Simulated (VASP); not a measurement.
# Ti (Fm-3m) in VASP: further runs, part 2 of 2

VASP 6.6.1. Earlier steps stand in the parts before.

## 5. Single point, PBE

This run uses another cell than the first one, of 17.38 Å³/atom, 1.219 times its volume.

INCAR

```
PREC = Accurate ; ENCUT = 520
EDIFF = 1E-6 ; ISMEAR = 0
SIGMA = 0.15 ; LREAL = False
LASPH = True ; NELM = 60
ALGO = Normal ; ISIF = 2
LWAVE = False ; LCHARG = False
GGA = PE ; NBANDS = 12
```

KPOINTS

```
regular mesh
0
Gamma
  20 20 20
```

POSCAR

```
Ti
1.0
    0.0000000000      2.0559779607      2.0559779607
    2.0559779607      0.0000000000      2.0559779607
    2.0559779607      2.0559779607      0.0000000000
Ti
1
Direct
    0.0000000000      0.0000000000      0.0000000000
```

Potentials or basis: VASP PAW PBE potentials, release 64 (Ti_sv).

The run is started by

```sh
$ cat potpaw_PBE.64/Ti_sv/POTCAR > POTCAR
$ mpirun -np 1 vasp_std > vasp.out
```

OUTCAR:

```text
PREC = Accurate
   ENCUT = 520
   EDIFF = 1E-6
   ISMEAR = 0
   LREAL = False
   LASPH = True
   NELM = 60
   ISIF = 2
   GGA = PE

 ion  position               nearest neighbor table
   1  0.000  0.000  0.000-

  LATTYP: Found a face centered cubic cell.
 ALAT       =     4.1119559214

  Lattice vectors:

 A1 = (   0.0000000000,   2.0559779607,   2.0559779607)
 A2 = (   2.0559779607,   0.0000000000,   2.0559779607)
 A3 = (   2.0559779607,   2.0559779607,   0.0000000000)

Analysis of symmetry for initial positions (statically):
=====================================================================
 Subroutine PRICEL returns:
 Original cell was already a primitive cell.

 Routine SETGRP: Setting up the symmetry group for a
 face centered cubic supercell.

 Subroutine GETGRP returns: Found 48 space group operations
 (whereof 48 operations were pure point group operations)
 out of a pool of 48 trial point group operations.

The static configuration has the point symmetry O_h .

Analysis of symmetry for dynamics (positions and initial velocities):
=====================================================================
 Subroutine PRICEL returns:
 Original cell was already a primitive cell.

 Routine SETGRP: Setting up the symmetry group for a
 face centered cubic supercell.

 Subroutine GETGRP returns: Found 48 space group operations
 (whereof 48 operations were pure point group operations)
 out of a pool of 48 trial point group operations.

The dynamic configuration has the point symmetry O_h .

 Subroutine INISYM returns: Found 48 space group operations
 (whereof 48 operations are pure point group operations),
 and found     1 'primitive' translations

----------------------------------------------------------------------------------------

                                     Primitive cell

  volume of cell :      17.3814

  direct lattice vectors                    reciprocal lattice vectors
     0.000000000  2.055977961  2.055977961    -0.243193268  0.243193268  0.243193268
     2.055977961  0.000000000  2.055977961     0.243193268 -0.243193268  0.243193268
     2.055977961  2.055977961  0.000000000     0.243193268  0.243193268 -0.243193268

  length of vectors
     2.907591916  2.907591916  2.907591916     0.421223097  0.421223097  0.421223097

  position of ions in fractional coordinates (direct lattice)
     0.000000000  0.000000000  0.000000000

  ion indices of the primitive-cell ions
   primitive index   ion index
                 1           1

----------------------------------------------------------------------------------------

 KPOINTS: regular mesh

Automatic generation of k-mesh.
 Grid dimensions read from file:
 generate k-points for:   20   20   20

 Generating k-lattice:

  Cartesian coordinates                     Fractional coordinates (reciprocal lattice)
    -0.012159663  0.012159663  0.012159663     0.050000000  0.000000000  0.000000000
     0.012159663 -0.012159663  0.012159663     0.000000000  0.050000000  0.000000000
     0.012159663  0.012159663 -0.012159663     0.000000000  0.000000000  0.050000000

  Length of vectors
     0.021061155  0.021061155  0.021061155

  Shift w.r.t. Gamma in fractional coordinates (k-lattice)
     0.000000000  0.000000000  0.000000000

 Subroutine IBZKPT returns following result:
 ===========================================

 Found    256 irreducible k-points:

 Following reciprocal coordinates:
            Coordinates               Weight
  0.000000  0.000000  0.000000      1.000000
  0.050000  0.000000  0.000000      8.000000
  0.100000  0.000000  0.000000      8.000000
  0.150000  0.000000  0.000000      8.000000
  0.200000  0.000000  0.000000      8.000000
  0.250000  0.000000  0.000000      8.000000
[... 16 lines left out ...]
 -0.400000  0.050000  0.000000     24.000000
 -0.350000  0.050000  0.000000     24.000000
 [... further k-points ...]
   k-points           NKPTS =    256   k-points in BZ     NKDIM =    256   number of bands    NBANDS=     12
   number of dos      NEDOS =    301   number of ions     NIONS =      1
   total plane-waves  NPLWV =  13824
   dimension x,y,z NGX =    24 NGY =   24 NGZ =   24
   dimension x,y,z NGXF=    48 NGYF=   48 NGZF=   48
   ions per type =               1
   NGX,Y,Z   is equivalent  to a cutoff of  13.72, 13.72, 13.72 a.u.
   NGXF,Y,Z  is equivalent  to a cutoff of  27.44, 27.44, 27.44 a.u.
 SYSTEM =  unknown system
   PREC   = accura    normal or accurate (medium, high low for compatibility)
   ISTART =      0    job   : 0-new  1-cont  2-samecut
   ICHARG =      2    charge: 1-file 2-atom 10-const
   ISPIN  =      1    spin polarized calculation?
   LNONCOLLINEAR =      F non collinear calculations
   LSORBIT =      F    spin-orbit coupling
   LASPH  =      T    aspherical Exc in radial PAW
   ENCUT  =  520.0 eV  38.22 Ry    6.18 a.u.   5.41  5.41  5.41*2*pi/ulx,y,z
   NELM   =     60;   NELMIN=  2; NELMDL= -5     # of ELM steps
   EDIFF  = 0.1E-05   stopping-criterion for ELM
   LREAL  =      F    real-space projection
   EDIFFG = 0.1E-04   stopping-criterion for IOM
   NSW    =      0    number of steps for IOM
   IBRION =     -1    ionic relax: 0-MD 1-quasi-New 2-CG
   NFREE  =      0    steps in history (QN), initial steepest desc. (CG)
   ISIF   =      2    stress and relaxation
   ISYM   =      2    0-nonsym 1-usesym 2-fastsym
   POTIM  = 0.5000    time-step for ionic-motion
   TEBEG  =    0.0;   TEEND  =   0.0 temperature during run
   PSTRESS=    0.0 pullay stress
   NELECT =      12.0000    total number of electrons
   NUPDOWN=      -1.0000    fix difference up-down
   EMIN   =  10.00;   EMAX   =-10.00  energy-range for DOS
   EFERMI =   0.00;   METHOD = LEGACY
   ISMEAR =     0;   SIGMA  =   0.15  broadening in eV -4-tet -1-fermi 0-gaus
   EFERMI_NEDOS =   21; number of points for ismear=-14 and -15
   IALGO  =     38    algorithm
   IMIX   =      4    mixing-type and parameters
     AMIX     =   0.40;   BMIX     =  1.00
     AMIX_MAG =   1.60;   BMIX_MAG =  1.00
  volume/ion in A,a.u.               =      17.38       117.30
  Fermi-wavevector in a.u.,A,eV,Ry     =   1.446905  2.734255 28.484275  2.093535
  Thomas-Fermi vector in A             =   2.564921
   LORBIT       =      0    0 simple, 1 ext, 2 COOP (PROOUT), +10 PAW based schemes
   GGA     = PE    functional components
   LHFCALC =     F    Hartree Fock is set to
   AEXX    =    0.0000 exact exchange contribution
   IVDW    =     0    specifies the selected vdW correction
   LEPSILON=     F    determine dielectric tensor
   LRPA    =     F    only Hartree local field effects (RPA)
 non-spin polarized calculation
 Gauss-broadening in eV      SIGMA  =   0.15
  energy-cutoff  :      520.00
  volume of cell :       17.38
 maximum number of plane-waves:       495
 NGX is ok and might be reduce to    24
   NGX = 11   NGY = 11   NGZ = 11

 number of electron      12.0000002 magnetization

 Free energy of the ion-electron system (eV)
  ---------------------------------------------------
  ext. energy  EPLUGINS =         0.00000000
  ---------------------------------------------------
  free energy    TOTEN  =        -7.78765025 eV

  energy without entropy =       -7.76810083  energy(sigma->0) =       -7.77787554

 E-fermi :   8.2127     XC(G=0): -11.4952

 val. band max:        8.2122781603   @ k =   0.2500   0.1000   0.0000
 cond. band min:       8.2198414621   @ k =   0.4500   0.1000   0.0500
 fundamental gap:      0.0075633018
 Fermi energy:         8.2127229093

 k-point     1 :       0.0000    0.0000    0.0000
  band No.  band energies     occupation
      1     -48.4993      2.00000
      2     -24.3594      2.00000
      3     -24.3594      2.00000
      4     -24.3594      2.00000
      5       2.1174      2.00000
      6       9.0868      0.00000
      7       9.0868      0.00000
      8       9.0868      0.00000
      9      10.7159      0.00000
     10      10.7159      0.00000
     11      23.4542      0.00000
     12      27.9264      0.00000
[... 331 lines left out ...]
 k-point    24 :      -0.3500    0.0500    0.0000
  band No.  band energies     occupation
      1     -48.3966      2.00000
      2     -24.9147      2.00000
      3     -24.4488      2.00000
      4     -24.4270      2.00000
      5       5.2260      2.00000
      6       8.2410      0.78995
      7       9.0745      0.00000
      8       9.1591      0.00000
      9      11.2348      0.00000
     10      11.6154      0.00000
     11      18.1359      0.00000
     12      23.2499      0.00000

 [... further k-points ...]

------------------------ aborting loop because EDIFF is reached ----------------------------------------

  FORCE on cell =-STRESS in cart. coord.  units (eV):
  Direction    XX          YY          ZZ          XY          YZ          ZX
  --------------------------------------------------------------------------------------
  -------------------------------------------------------------------------------------
  Total       -0.0202958     -0.0202958     -0.0202958     -0.0000000      0.0000000     -0.0000000
  in kB       -1.8708214     -1.8708214     -1.8708214     -0.0000000      0.0000000     -0.0000000
  external PRESSURE =      -1.8708214 kB  Pullay stress =       0.0000000 kB

 VOLUME and BASIS-vectors are now :
 -----------------------------------------------------------------------------
  energy-cutoff  :      520.00
  volume of cell :       17.38
      direct lattice vectors                 reciprocal lattice vectors
     0.000000000  2.055977961  2.055977961    -0.243193268  0.243193268  0.243193268
     2.055977961  0.000000000  2.055977961     0.243193268 -0.243193268  0.243193268
     2.055977961  2.055977961  0.000000000     0.243193268  0.243193268 -0.243193268

 POSITION                                       TOTAL-FORCE (eV/Angst)
 -----------------------------------------------------------------------------------
      0.00000      0.00000      0.00000         0.000000     -0.000000      0.000000
 -----------------------------------------------------------------------------------
    total drift:                               -0.000000     -0.000000      0.000000

  FREE ENERGIE OF THE ION-ELECTRON SYSTEM (eV)
  ---------------------------------------------------
  free  energy   TOTEN  =        -7.7876502456 eV

  energy  without entropy=       -7.7681008310  energy(sigma->0) =       -7.77787554
```

Run time: 92 s. Hardware: 1 thread of AMD EPYC 7R13, shared host; peak memory 0.15 GiB.

Results:

* Free energy: -7.7877 eV
* Pressure: -0.2 GPa
* Band gap on the k mesh: zero (band 6 reaches 9.09 eV, above the bottom of band 7 at 7.83 eV)

## 6. Single point, PBE

This run uses another cell than the first one, of 18.42 Å³/atom, 1.293 times its volume.

INCAR

```
SYSTEM = Ti
PREC = Accurate ; ENCUT = 520
EDIFF = 1E-6 ; ISMEAR = 0
SIGMA = 0.15 ; LREAL = .False.
LASPH = .True. ; NELM = 80
ALGO = Fast ; ISIF = 2
LWAVE = .False. ; LCHARG = .False.
GGA = PE ; NBANDS = 12
```

KPOINTS

```
Automatic mesh
0
Gamma
  20 20 20
  0 0 0
```

POSCAR

```
Ti
1.0
    0.0000000000      2.0962897449      2.0962897449
    2.0962897449      0.0000000000      2.0962897449
    2.0962897449      2.0962897449      0.0000000000
Ti
1
Direct
    0.0000000000      0.0000000000      0.0000000000
```

Potentials or basis: VASP PAW PBE potentials, release 64 (Ti_sv).

The run is started by

```sh
$ cat potpaw_PBE.64/Ti_sv/POTCAR > POTCAR
$ mpirun -np 1 vasp_std > vasp.out
```

It took 2.5 min on 1 thread of AMD EPYC 7R13, shared host; peak memory 0.15 GiB.

It converged, with:

```yaml
Free_energy: -7.7678 eV
Pressure: -5.9 GPa
Band_gap_on_the_k_mesh: zero (band 6 reaches 8.44 eV, above the bottom of band 7 at 7.25 eV)
```

Levels at points of the mesh, in eV from the Fermi level:
| k point | band 2 | band 3 | band 4 | band 5 | band 6 | band 7 | band 8 | band 9 | band 10 | band 11 |
| --- | --- | --- | --- | --- | --- | --- | --- | --- | --- | --- |
| (0.00, 0.00, 0.00) | -32.74 | -32.74 | -32.74 | -5.95 | 0.83 | 0.83 | 0.83 | 2.34 | 2.34 | 14.92 |
| (0.50, 0.00, 0.00) | -33.28 | -32.81 | -32.81 | -2.46 | 0.50 | 0.74 | 0.74 | 3.32 | 3.32 | 7.57 |
| (0.50, 0.50, 0.00) | -33.25 | -32.93 | -32.93 | -2.37 | -1.56 | 2.59 | 3.31 | 3.57 | 3.57 | 11.24 |

## 7. Overview

| cell | gap on the mesh (eV) | pressure (GPa) |
| --- | --- | --- |
| a = 2.721 Å, angles 60.0°, 1 atom | none | 29.1 |
| a = 2.786 Å, angles 60.0°, 1 atom | none | 16.6 |
| a = 2.848 Å, angles 60.0°, 1 atom | none | 7.1 |
| a = 2.908 Å, angles 60.0°, 1 atom | none | -0.2 |
| a = 2.965 Å, angles 60.0°, 1 atom | none | -5.9 |

Alike in all rows: task single point; level PBE; potentials or basis VASP PAW PBE potentials, release 64 (Ti_sv); no spin polarisation; k mesh 20 × 20 × 20; cutoff (eV) 520; smearing gaussian 0.15 eV.

Total energies depend on the potentials used, so only differences within one code and one set of settings carry meaning.
